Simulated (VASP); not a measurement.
# InOs (P-6m2) in VASP: a series of runs

InOs is run at these levels: PBE; tasks: relaxation of cell and atoms, single point.

Program: VASP 6.6.1. These are calculated values, not measurements. Logs are shortened: lines on timing, memory, paths and dates and some standing lists are left out, and cuts for length are marked.

## (1) The cell of the first run

The structure is hexagonal, space group P-6m2 (No. 187). The conventional cell has a = 3.134 Å, b = 3.134 Å, c = 4.729 Å, α = 90.00°, β = 90.00°, γ = 120.00°. In (site symmetry -6m2) has 6 Os at 2.98 Å and 6 In at 3.13 Å within 3.9 Å. Within 3.9 Å of Os (site symmetry -6m2) lie 6 In at 2.98 Å and 6 Os at 3.13 Å.

## (2) Relaxation of cell and atoms, PBE

INCAR reads:

```
SYSTEM = InOs
PREC = Accurate
ENCUT = 600
EDIFF = 1E-6
ISMEAR = 0
SIGMA = 0.1
LREAL = .False.
LASPH = .True.
NELM = 60
ALGO = Fast
ISIF = 3
LWAVE = .False.
LCHARG = .False.
GGA = PE
IBRION = 2
NSW = 90
EDIFFG = -0.04
```

KPOINTS reads:

```
regular mesh
0
Gamma
  6 6 4
  0 0 0
```

POSCAR reads:

```
InOs
1.0
    3.1335737200      0.0000000000      0.0000000000
   -1.5667868600      2.7137544500      0.0000000000
    0.0000000000      0.0000000000      4.7290287900
In Os
1 1
Direct
    0.0000000000      0.0000000000      0.0000000000
    0.3333333300      0.6666666700      0.5000000000
```

Potentials or basis: VASP PAW PBE potentials, release 64 (In_d, Os).

On the command line:

```console
$ cat potpaw_PBE.64/In_d/POTCAR potpaw_PBE.64/Os/POTCAR > POTCAR
$ mpirun -np 1 vasp_std > vasp.out
```

OUTCAR:

```text
SYSTEM = InOs
   PREC = Accurate
   ENCUT = 600
   EDIFF = 1E-6
   ISMEAR = 0
   LREAL = .False.
   LASPH = .True.
   NELM = 60
   ISIF = 3
   GGA = PE
   IBRION = 2
   NSW = 90
   EDIFFG = -0.04

 ion  position               nearest neighbor table
   1  0.000  0.000  0.000-   2 2.98   2 2.98   2 2.98   2 2.98   2 2.98   2 2.98
   2  0.333  0.667  0.500-   1 2.98   1 2.98   1 2.98   1 2.98   1 2.98   1 2.98

  LATTYP: Found a hexagonal cell.
 ALAT       =     3.1335737200
 C/A-ratio  =     1.5091487268

  Lattice vectors:

 A1 = (   3.1335737200,   0.0000000000,   0.0000000000)
 A2 = (  -1.5667868600,   2.7137544500,   0.0000000000)
 A3 = (   0.0000000000,   0.0000000000,   4.7290287900)

Analysis of symmetry for initial positions (statically):
=====================================================================
 Subroutine PRICEL returns:
 Original cell was already a primitive cell.

 Routine SETGRP: Setting up the symmetry group for a
 hexagonal supercell.

 Subroutine GETGRP returns: Found 12 space group operations
 (whereof 12 operations were pure point group operations)
 out of a pool of 24 trial point group operations.

The static configuration has the point symmetry D_3h.

Analysis of symmetry for dynamics (positions and initial velocities):
=====================================================================
 Subroutine PRICEL returns:
 Original cell was already a primitive cell.

 Routine SETGRP: Setting up the symmetry group for a
 hexagonal supercell.

 Subroutine GETGRP returns: Found 12 space group operations
 (whereof 12 operations were pure point group operations)
 out of a pool of 24 trial point group operations.

The dynamic configuration has the point symmetry D_3h.

 Subroutine INISYM returns: Found 12 space group operations
 (whereof 12 operations are pure point group operations),
 and found     1 'primitive' translations

----------------------------------------------------------------------------------------

                                     Primitive cell

  volume of cell :      40.2145

  direct lattice vectors                    reciprocal lattice vectors
     3.133573720  0.000000000  0.000000000     0.319124453  0.184246589  0.000000000
    -1.566786860  2.713754450  0.000000000     0.000000000  0.368493177  0.000000000
     0.000000000  0.000000000  4.729028790     0.000000000  0.000000000  0.211459910

  length of vectors
     3.133573720  3.133573723  4.729028790     0.368493178  0.368493177  0.211459910

  position of ions in fractional coordinates (direct lattice)
     0.000000000  0.000000000  0.000000000
     0.333333330  0.666666670  0.500000000

  ion indices of the primitive-cell ions
   primitive index   ion index
                 1           1
                 2           2

----------------------------------------------------------------------------------------

 KPOINTS: regular mesh

Automatic generation of k-mesh.
 Grid dimensions read from file:
 generate k-points for:    6    6    4

 Generating k-lattice:

  Cartesian coordinates                     Fractional coordinates (reciprocal lattice)
     0.053187409  0.030707765  0.000000000     0.166666667 -0.000000000  0.000000000
     0.000000000  0.061415530  0.000000000     0.000000000  0.166666667  0.000000000
     0.000000000  0.000000000  0.052864977     0.000000000  0.000000000  0.250000000

  Length of vectors
     0.061415530  0.061415530  0.052864977

  Shift w.r.t. Gamma in fractional coordinates (k-lattice)
     0.000000000  0.000000000  0.000000000

 Subroutine IBZKPT returns following result:
 ===========================================

 Found     21 irreducible k-points:

 Following reciprocal coordinates:
            Coordinates               Weight
  0.000000  0.000000  0.000000      1.000000
  0.166667 -0.000000  0.000000      6.000000
  0.333333  0.000000  0.000000      6.000000
  0.500000  0.000000  0.000000      3.000000
  0.166667  0.166667  0.000000      6.000000
  0.333333  0.166667  0.000000     12.000000
[... 13 lines left out ...]
[... 42 lines left out ...]
  ext. energy  EPLUGINS =         0.00000000
  ---------------------------------------------------
  free energy    TOTEN  =       -12.23561911 eV

  energy without entropy =      -12.22196946  energy(sigma->0) =      -12.22879428

------------------------ aborting loop because EDIFF is reached ----------------------------------------

  FORCE on cell =-STRESS in cart. coord.  units (eV):
  Direction    XX          YY          ZZ          XY          YZ          ZX
  --------------------------------------------------------------------------------------
  -------------------------------------------------------------------------------------
  Total       -3.8638425     -3.8638425     -6.7093169      0.0000000      0.0000000     -0.0000000
  in kB     -153.9386159   -153.9386163   -267.3046205      0.0000000      0.0000000     -0.0000000
  external PRESSURE =    -191.7272842 kB  Pullay stress =       0.0000000 kB
[... 21 lines left out ...]
  energy  without entropy=      -12.2219694606  energy(sigma->0) =      -12.22879428

--------------------------------------- Ionic step        2  -------------------------------------------

 number of electron      20.9999998 magnetization

 E-fermi :  13.0363     XC(G=0): -13.8382

 val. band max:       12.9866470898   @ k =   0.0000   0.0000   0.0000
 cond. band min:      13.1803184101   @ k =   0.1667   0.1667   0.2500
 fundamental gap:      0.1936713203
 Fermi energy:        13.0363025055

 k-point     1 :       0.0000    0.0000    0.0000
  band No.  band energies     occupation
      1      -2.6489      2.00000
      2      -2.2573      2.00000
      3      -2.2573      2.00000
      4      -1.6932      2.00000
      5      -1.6932      2.00000
      6       0.1126      2.00000
      7       7.6392      2.00000
      8      10.4402      2.00000
      9      10.4402      2.00000
     10      11.4928      2.00000
     11      12.9866      1.51747
     12      12.9866      1.51747
     13      19.5442      0.00000
     14      28.6368      0.00000
[... 403 lines left out ...]
  FREE ENERGIE OF THE ION-ELECTRON SYSTEM (eV)
  ---------------------------------------------------
  free  energy   TOTEN  =       -12.6621717539 eV

  energy  without entropy=      -12.6539403372  energy(sigma->0) =      -12.65805605

[... ionic steps 4 to 7 ...]

--------------------------------------- Ionic step        8  -------------------------------------------

 number of electron      20.9999999 magnetization

------------------------ aborting loop because EDIFF is reached ----------------------------------------

  FORCE on cell =-STRESS in cart. coord.  units (eV):
  Direction    XX          YY          ZZ          XY          YZ          ZX
  --------------------------------------------------------------------------------------
  -------------------------------------------------------------------------------------
  Total        0.0630288      0.0630288      0.0919789      0.0000000      0.0000000      0.0000000
  in kB        2.9076536      2.9076536      4.2431849      0.0000000      0.0000000      0.0000000
  external PRESSURE =       3.3528307 kB  Pullay stress =       0.0000000 kB
[... 57 lines left out ...]
  energy  without entropy=      -12.6677165713  energy(sigma->0) =      -12.67043467

--------------------------------------- Ionic step       10  -------------------------------------------

 number of electron      20.9999998 magnetization

 Free energy of the ion-electron system (eV)
  ---------------------------------------------------
  ext. energy  EPLUGINS =         0.00000000
  ---------------------------------------------------
  free energy    TOTEN  =       -12.67334080 eV

  energy without entropy =      -12.66797301  energy(sigma->0) =      -12.67065691

 E-fermi :   9.4797     XC(G=0): -12.5440

 val. band max:        9.4565965907   @ k =   0.0000   0.0000   0.0000
 cond. band min:       9.5746899220   @ k =   0.1667   0.1667   0.2500
 fundamental gap:      0.1180933313
 Fermi energy:         9.4797087695

 k-point     1 :       0.0000    0.0000    0.0000
  band No.  band energies     occupation
      1      -5.3220      2.00000
      2      -5.2305      2.00000
      3      -5.2305      2.00000
      4      -4.8023      2.00000
      5      -4.8023      2.00000
      6      -1.4056      2.00000
      7       5.1324      2.00000
      8       7.6192      2.00000
      9       7.6192      2.00000
     10       7.9933      2.00000
     11       9.4566      1.25622
     12       9.4566      1.25622
     13      13.7606      0.00000
     14      21.7291      0.00000
[... 367 lines left out ...]
  FREE ENERGIE OF THE ION-ELECTRON SYSTEM (eV)
  ---------------------------------------------------
  free  energy   TOTEN  =       -12.6733408001 eV

  energy  without entropy=      -12.6679730113  energy(sigma->0) =      -12.67065691

 reached required accuracy - stopping structural energy minimisation
```

Run time: 2.1 min. Hardware: 1 thread of Intel Xeon Platinum 8488C (Sapphire Rapids), shared host; peak memory 0.19 GiB.

What came out:

```yaml
Free_energy: -12.6733 eV
Relaxed_volume: 17.39 Å³/atom
Relaxed_cell: a = 3.039 Å, b = 3.039 Å, c = 4.349 Å, α = 90.00°, β = 90.00°, γ = 120.00°
Space_group_after_relaxing_to_0.05_Å: P-6m2 (No. 187)
Energy_gained_by_relaxing: 218.9 meV/atom
Ionic_steps: 10
Pressure_after_relaxing: 0.0 GPa
```

The path:
```csv
step,energy change (eV),largest force (eV/Å),pressure (GPa),volume (Å³)
1,0.0000,0.0000,-19.17,40.21
2,0.9385,0.0000,76.02,27.72
3,-0.4266,0.0000,-1.48,34.92
4,-0.4288,0.0000,0.11,34.66
5,-0.4290,0.0000,0.71,34.55
6,-0.4376,0.0000,0.32,34.74
7,-0.4377,0.0000,0.36,34.73
8,-0.4377,0.0000,0.34,34.73
9,-0.4375,0.0000,-0.56,34.89
10,-0.4377,0.0000,-0.02,34.79
```

Final structure:
```cif
data_structure
_symmetry_space_group_name_H-M 'P 1'
_symmetry_Int_Tables_number 1
_cell_length_a 3.0391
_cell_length_b 3.0391
_cell_length_c 4.3491
_cell_angle_alpha 90.000
_cell_angle_beta 90.000
_cell_angle_gamma 120.000
_cell_volume 34.79
loop_
_atom_site_label
_atom_site_type_symbol
_atom_site_fract_x
_atom_site_fract_y
_atom_site_fract_z
_atom_site_occupancy
In1 In 0.00000 0.00000 0.00000 1
Os1 Os 0.33333 0.66667 0.50000 1
```

Levels at points of the mesh, in eV from the Fermi level:
| k point | band 9 | band 10 | band 11 | band 12 | band 13 | band 14 |
| --- | --- | --- | --- | --- | --- | --- |
| (0.00, 0.00, 0.00) | -1.86 | -1.49 | -0.02 | -0.02 | 4.28 | 12.25 |
| (0.50, 0.00, 0.00) | -3.16 | -0.43 | 1.33 | 2.78 | 5.49 | 5.61 |
| (0.00, 0.00, 0.50) | -1.69 | -1.69 | -0.14 | -0.14 | 10.43 | 12.52 |
| (0.50, 0.00, 0.50) | -1.29 | -1.23 | -0.20 | 1.35 | 2.98 | 4.43 |

Caveat: the k points lie up to 0.40 Å⁻¹ apart in the final cell; spin-orbit coupling is left out, which moves the levels of the heavy elements.

## (3) Single point, PBE, collinear spin, ferromagnetic start

This run uses another cell than the first one, of 17.39 Å³/atom, 0.865 times its volume.

INCAR reads:

```
SYSTEM = InOs
ALGO = Fast
EDIFF = 1E-7
ENCUT = 520
GGA = PE
ISIF = 2
ISMEAR = 0
ISPIN = 2
LASPH = .TRUE.
LCHARG = .FALSE.
LMAXMIX = 4
LORBIT = 11
LREAL = .FALSE.
LWAVE = .FALSE.
MAGMOM = 0 1
NBANDS = 22
NELM = 150
PREC = Accurate
SIGMA = 0.1
```

KPOINTS reads:

```
k-points
0
G
  6 6 4
  0 0 0
```

POSCAR reads:

```
InOs
1.0
    3.0380969091      0.0000000000      0.0000000000
   -1.5190484545      2.6310691024      0.0000000000
    0.0000000000      0.0000000000      4.3506212377
In Os
1 1
Direct
    0.0000000000      0.0000000000      0.0000000000
    0.3333333333      0.6666666667      0.5000000000
```

Potentials or basis: VASP PAW PBE potentials, release 64 (In_d, Os).

On the command line:

```console
$ cat potpaw_PBE.64/In_d/POTCAR potpaw_PBE.64/Os/POTCAR > POTCAR
$ mpirun -np 1 vasp_std > vasp.out
```

Wall time 35 s (1 thread of Intel Xeon Platinum 8488C (Sapphire Rapids), shared host); peak memory 0.17 GiB.

The run converged. Its results:

```
Free energy                                           : -12.6723 eV
Pressure                                              : -0.1 GPa
Net moment                                            : 0.00 μB per cell
Valence electrons inside the program's atomic spheres : In 11.63; Os 7.02
```

Stress tensor (GPa, compression positive):
```
-0.02  0.00  0.00
 0.00 -0.02  0.00
 0.00  0.00 -0.14
```

Levels at points of the mesh, in eV from the Fermi level:
Spin up:
```csv
k point,band 9,band 10,band 11,band 12,band 13,band 14
"(0.00, 0.00, 0.00)",-1.86,-1.50,-0.02,-0.02,4.27,12.25
"(0.50, 0.00, 0.00)",-3.17,-0.43,1.33,2.78,5.48,5.60
"(0.00, 0.00, 0.50)",-1.69,-1.69,-0.13,-0.13,10.42,12.53
"(0.50, 0.00, 0.50)",-1.30,-1.23,-0.20,1.35,2.97,4.43
```
Spin down:
```
           k point  band 9  band 10  band 11  band 12  band 13  band 14
(0.00, 0.00, 0.00)   -1.86    -1.50    -0.02    -0.02     4.27    12.25
(0.50, 0.00, 0.00)   -3.17    -0.43     1.33     2.78     5.48     5.60
(0.00, 0.00, 0.50)   -1.69    -1.69    -0.13    -0.13    10.42    12.53
(0.50, 0.00, 0.50)   -1.30    -1.23    -0.20     1.35     2.97     4.43
```

Caveat: the k points lie up to 0.40 Å⁻¹ apart; spin-orbit coupling is left out, which moves the levels of the heavy elements.

## (4) Single point, PBE

This run uses another cell than the first one, of 17.37 Å³/atom, 0.864 times its volume.

INCAR reads:

```
PREC = Accurate
ENCUT = 520
EDIFF = 1E-6
ISMEAR = 0
SIGMA = 0.1
LREAL = F
LASPH = T
NELM = 80
ALGO = Fast
ISIF = 2
LWAVE = F
LCHARG = F
GGA = PE
NBANDS = 18
```

KPOINTS reads:

```
regular mesh
0
Gamma
  24 24 14
```

POSCAR reads:

```
InOs
1.0
    3.0215275915      0.0000000000      0.0000000000
   -1.5107637957      2.6167196525      0.0000000000
    0.0000000000      0.0000000000      4.3951223781
In Os
1 1
Direct
    0.0000000000      0.0000000000      0.0000000000
    0.3333333333      0.6666666667      0.5000000000
```

On the command line:

```console
$ cat potpaw_PBE.64/In_d/POTCAR potpaw_PBE.64/Os/POTCAR > POTCAR
$ mpirun -np 1 vasp_std > vasp.out
```

Wall time 3.4 min (1 thread of Intel Xeon Platinum 8488C (Sapphire Rapids), shared host); peak memory 0.42 GiB.

The run converged. Its results:

```yaml
Free_energy: -12.6393 eV
Pressure: 0.0 GPa
```

Stress tensor (GPa, compression positive):
```
 0.09  0.00  0.00
 0.00  0.09  0.00
 0.00  0.00 -0.14
```

Levels at points of the mesh, in eV from the Fermi level:
```
           k point  band 7  band 8  band 9  band 10  band 11  band 12  band 13  band 14
(0.00, 0.00, 0.00)   -4.31   -1.68   -1.68    -1.55     0.13     0.13     4.13    12.49
(0.50, 0.00, 0.00)   -4.01   -3.63   -3.07    -0.31     1.58     2.93     5.51     5.59
(0.00, 0.00, 0.50)   -7.53   -2.55   -1.52    -1.52     0.03     0.03    10.28    12.82
(0.50, 0.00, 0.50)   -4.47   -3.03   -1.23    -1.06    -0.06     1.60     2.93     4.70
```

Caveat: spin-orbit coupling is left out, which moves the levels of the heavy elements.

## (5) Relaxation of cell and atoms, PBE

This run uses another cell than the first one, of 17.39 Å³/atom, 0.865 times its volume.

INCAR reads:

```
PREC     = Accurate       # precision mode
ENCUT    = 600            # plane-wave cutoff, eV
EDIFF    = 1E-6           # SCF threshold, eV
ISMEAR   = 0              # smearing method
SIGMA    = 0.1            # smearing width, eV
LREAL    = False          # projectors in reciprocal space
LASPH    = True           # aspherical terms in the spheres
NELM     = 80             # most SCF steps
ALGO     = Fast           # electronic algorithm
ISIF     = 3              # what is computed and relaxed
LWAVE    = False          # write WAVECAR
LCHARG   = False          # write CHGCAR
GGA      = PE             # functional
IBRION   = 2              # ionic algorithm
NSW      = 100            # ionic steps
EDIFFG   = -0.01          # ionic threshold
```

KPOINTS is that of step 4.

POSCAR reads:

```
InOs
1.0
    3.0380969091      0.0000000000      0.0000000000
   -1.5190484545      2.6310691024      0.0000000000
    0.0000000000      0.0000000000      4.3506212377
In Os
1 1
Direct
    0.0000000000      0.0000000000      0.0000000000
    0.3333333333      0.6666666667      0.5000000000
```

On the command line:

```console
$ cat potpaw_PBE.64/In_d/POTCAR potpaw_PBE.64/Os/POTCAR > POTCAR
$ mpirun -np 1 vasp_std > vasp.out
```

Run time: 9.4 min. Hardware: 1 thread of Intel Xeon Platinum 8488C (Sapphire Rapids), shared host; peak memory 0.45 GiB.

Results (log left out):

```yaml
Free_energy: -12.6399 eV
Relaxed_volume: 17.38 Å³/atom
Relaxed_cell: a = 3.023 Å, b = 3.023 Å, c = 4.391 Å, α = 90.00°, β = 90.00°, γ = 120.00°
Space_group_after_relaxing_to_0.05_Å: P-6m2 (No. 187)
Energy_gained_by_relaxing: 1.2 meV/atom
Ionic_steps: 6
Pressure_after_relaxing: 0.1 GPa
```

The path:
| step | energy change (eV) | largest force (eV/Å) | pressure (GPa) | volume (Å³) |
| --- | --- | --- | --- | --- |
| 1 | 0.0000 | 0.0000 | 0.32 | 34.78 |
| 2 | -0.0019 | 0.0000 | -0.94 | 34.95 |
| 3 | -0.0019 | 0.0000 | -0.76 | 34.92 |
| 4 | -0.0019 | 0.0000 | 0.79 | 34.59 |
| 5 | -0.0024 | 0.0000 | -0.08 | 34.76 |
| 6 | -0.0024 | 0.0000 | 0.06 | 34.75 |

Final structure:
```
In Os
1.0
     3.02290    0.00000    0.00000
    -1.51145    2.61791    0.00000
     0.00000    0.00000    4.39141
In Os
1 1
Cartesian
  -1.5114 2.6179 4.3914
  0.0000 1.7453 2.1957
```

Levels at points of the mesh, in eV from the Fermi level:
| k point | band 8 | band 9 | band 10 | band 11 | band 12 | band 13 |
| --- | --- | --- | --- | --- | --- | --- |
| (0.00, 0.00, 0.00) | -1.68 | -1.68 | -1.54 | 0.13 | 0.13 | 4.15 |
| (0.50, 0.00, 0.00) | -3.62 | -3.07 | -0.31 | 1.58 | 2.93 | 5.52 |
| (0.00, 0.00, 0.50) | -2.54 | -1.52 | -1.52 | 0.02 | 0.02 | 10.31 |
| (0.50, 0.00, 0.50) | -3.02 | -1.23 | -1.07 | -0.06 | 1.59 | 2.95 |

Caveat: spin-orbit coupling is left out, which moves the levels of the heavy elements.

## (6) Summary

| task | spin | cell | k mesh | cutoff (eV) | gap on the mesh (eV) | pressure (GPa) | relaxed volume (Å³/atom) |
| --- | --- | --- | --- | --- | --- | --- | --- |
| relaxation of cell and atoms | off | relaxed from a = 3.134, b = 3.134, c = 4.729 Å, angles 90.0, 90.0, 120.0°, 2 atoms | 6 × 6 × 4 | 600 | none | 0.0 | 17.39 |
| single point | collinear, ferromagnetic start | a = 3.038, b = 3.038, c = 4.351 Å, angles 90.0, 90.0, 120.0°, 2 atoms | 6 × 6 × 4 | 520 | none | -0.1 | - |
| single point | off | a = 3.022, b = 3.022, c = 4.395 Å, angles 90.0, 90.0, 120.0°, 2 atoms | 24 × 24 × 14 | 520 | none | 0.0 | - |
| relaxation of cell and atoms | off | relaxed from a = 3.038, b = 3.038, c = 4.351 Å, angles 90.0, 90.0, 120.0°, 2 atoms | 24 × 24 × 14 | 600 | none | 0.1 | 17.38 |

Alike in all rows: level PBE; potentials or basis VASP PAW PBE potentials, release 64 (In_d, Os); smearing gaussian 0.1 eV.

Caveats: some runs use coarse meshes; spin-orbit coupling is left out, which moves the levels of the heavy elements.

Absolute energies hang on the potentials; compare differences alone.
